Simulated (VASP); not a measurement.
Here is a VASP 6.6.1 calculation.

INCAR

```
SYSTEM = Hf
ALGO = Normal
EDIFF = 1E-7
ENCUT = 520
GGA = PE
ISIF = 2
ISMEAR = -1
IVDW = 13
LASPH = .True.
LCHARG = .False.
LREAL = .False.
LWAVE = .False.
NBANDS = 11
NELM = 80
PREC = Accurate
SIGMA = 0.05
```

Contents of KPOINTS:

```
k-points
0
Gamma
  9 9 9
  0 0 0
```

The input POSCAR:

```
Hf
1.0
   -1.7644852746      1.7644852746      1.7644852746
    1.7644852746     -1.7644852746      1.7644852746
    1.7644852746      1.7644852746     -1.7644852746
Hf
1
Direct
    0.0000000000      0.0000000000      0.0000000000
```

Potentials or basis: VASP PAW PBE potentials, release 64 (Hf_pv).

Launch:

```sh
$ cat potpaw_PBE.64/Hf_pv/POTCAR > POTCAR
$ mpirun -np 1 vasp_std > vasp.out
```

(1) What does it give for the band gap on the k mesh?

(2) Estimate the dispersion energy per atom.

## Answers

(1) zero (band 5 reaches 6.24 eV, above the bottom of band 6 at 3.98 eV).

(2) -0.213 eV.

Caveat: spin-orbit coupling is left out, which moves the levels of the heavy elements.
